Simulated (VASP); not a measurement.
Write the native input for VASP 6.6.1 that does the following.

```yaml
Task: single point
Functional: PBE
Potentials_or_basis: VASP PAW PBE potentials, release 64 (Pb_d, Te)
Cutoff: 520 eV
k_mesh: 7 × 7 × 7
Occupations: fermi-dirac, width 0.05 eV
Spin: no spin polarisation
Dipole_correction: no
Further_INCAR_settings: ALGO = Normal; EDIFF = 1e-06; NBANDS = 17
```

The structure of TePb lies in POSCAR:

```
TePb
1.0
    0.0000000000      3.2523979746      3.2523979746
    3.2523979746      0.0000000000      3.2523979746
    3.2523979746      3.2523979746      0.0000000000
Pb Te
1 1
Direct
    0.0000000000      0.0000000000      0.0000000000
    0.5000000000      0.5000000000      0.5000000000
```

The input as run:

INCAR

```
SYSTEM = TePb
  ALGO = Normal
  EDIFF = 1E-6
  ENCUT = 520
  GGA = PE
  ISIF = 2
  ISMEAR = -1
  LASPH = .TRUE.
  LCHARG = .TRUE.
  LELF = .TRUE.
  LREAL = .FALSE.
  LVHAR = .TRUE.
  LWAVE = .FALSE.
  NBANDS = 17
  NELM = 80
  PREC = Accurate
  SIGMA = 0.05
```

KPOINTS

```
k-points
0
G
  7 7 7
  0 0 0
```

Potentials or basis: VASP PAW PBE potentials, release 64 (Pb_d, Te).

The run is started by

```sh
$ cat potpaw_PBE.64/Pb_d/POTCAR potpaw_PBE.64/Te/POTCAR > POTCAR
$ mpirun -np 1 vasp_std > vasp.out
```

Results of the run:

```json
{
 "Pressure": "1.1 GPa"
}
```

Wall time 19 s on 1 thread of Intel(R) Xeon(R) Platinum 8259CL CPU @ 2.50GHz (Skylake/Cascade Lake), with other jobs on the host, peak memory 0.21 GiB.
